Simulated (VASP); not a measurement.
Input of a VASP 6.6.1 run:

Contents of INCAR:

```
SYSTEM = Lu2GaN3
PREC     = Accurate       ! precision mode
ENCUT    = 520            ! plane-wave cutoff, eV
EDIFF    = 1E-6           ! SCF threshold, eV
ISMEAR   = -1             ! smearing method
SIGMA    = 0.05           ! smearing width, eV
LREAL    = .FALSE.        ! projectors in reciprocal space
LASPH    = .TRUE.         ! aspherical terms in the spheres
NELM     = 80             ! most SCF steps
ALGO     = Normal         ! electronic algorithm
ISIF     = 2              ! what is computed and relaxed
LWAVE    = .FALSE.        ! write WAVECAR
LCHARG   = .FALSE.        ! write CHGCAR
GGA      = PS             ! functional
NBANDS   = 48             ! bands
```

KPOINTS

```
Automatic mesh
0
G
  6 6 6
  0 0 0
```

The input POSCAR:

```
Lu2GaN3
1.0
   -1.7262031362      5.2305731331      2.4242949382
    1.7262571166     -5.2307316868      2.4245457766
    1.7265264617      5.2308398985     -2.4245117627
Lu Ga N
2 1 3
Direct
    0.3975315521      0.2442088932      0.1734691460
    0.0699860328      0.2442063401      0.8459164276
    0.7312262445      0.2416717964      0.5096875554
    0.3456985272      0.0127379080      0.3530867962
    0.6588862474      0.0127445565      0.6662781821
   -0.0479417248     -0.0374988318      0.0096785432
```

Potentials or basis: VASP PAW PBE potentials, release 64 (Lu, Ga_d, N).

Run with:

```console
$ cat potpaw_PBE.64/Lu/POTCAR potpaw_PBE.64/Ga_d/POTCAR potpaw_PBE.64/N/POTCAR > POTCAR
$ mpirun -np 1 vasp_std > vasp.out
```

(1) Estimate the band gap on the k mesh.

(2) Predict the pressure.

## Answers

(1) 1.82 eV (least direct gap 2.12 eV).

(2) 0.5 GPa.

Caveat: the PAW data sets were made with another functional, which shifts forces and pressure a little; spin-orbit coupling is left out, which moves the levels of the heavy elements.
